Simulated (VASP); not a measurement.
Write the native input for VASP 6.6.1 that does the following.

| Property | Result |
| --- | --- |
| Task | single point |
| Functional | PBE |
| Potentials or basis | VASP PAW PBE potentials, release 64 (O, Ni) |
| Cutoff | 520 eV |
| k mesh | 8 × 8 × 8 |
| Occupations | fermi-dirac, width 0.03 eV |
| Spin | no spin polarisation |
| Dipole correction | no |
| Further INCAR settings | ALGO = Normal; EDIFF = 1e-07; NBANDS = 15 |

The structure of NiO lies in POSCAR:

```
NiO
1.0
    0.0000000000      2.0893000000      2.0893000000
    2.0893000000      0.0000000000      2.0893000000
    2.0893000000      2.0893000000      0.0000000000
O Ni
1 1
Direct
    0.5000000000      0.5000000000      0.5000000000
    0.0000000000      0.0000000000      0.0000000000
```

The input as run:

INCAR

```
PREC     = Accurate       # precision mode
ENCUT    = 520            # plane-wave cutoff, eV
EDIFF    = 1E-7           # SCF threshold, eV
ISMEAR   = -1             # smearing method
SIGMA    = 0.03           # smearing width, eV
LREAL    = F              # projectors in reciprocal space
LASPH    = T              # aspherical terms in the spheres
NELM     = 100            # most SCF steps
ALGO     = Normal         # electronic algorithm
ISIF     = 2              # what is computed and relaxed
LWAVE    = F              # write WAVECAR
LCHARG   = F              # write CHGCAR
GGA      = PE             # functional
NBANDS   = 15             # bands
```

KPOINTS

```
Automatic mesh
0
Gamma
  8 8 8
```

Potentials or basis: VASP PAW PBE potentials, release 64 (O, Ni).

Command:

```bash
$ cat potpaw_PBE.64/O/POTCAR potpaw_PBE.64/Ni/POTCAR > POTCAR
$ mpirun -np 1 vasp_std > vasp.out
```

Results of the run:

```
Pressure               : -2.1 GPa
Band gap on the k mesh : zero (band 8 reaches 9.12 eV, above the bottom of band 9 at 6.31 eV)
```

Caveat: the run has no spin polarisation, though such a crystal can be magnetic; semilocal functionals often make such compounds metallic where correlation or magnetic order opens a gap, which also shifts bond lengths.

Run time: 14 s on 1 thread of AMD EPYC 7R43 64-Core Processor (Zen 3), with other jobs on the host, peak memory 0.1 GiB.
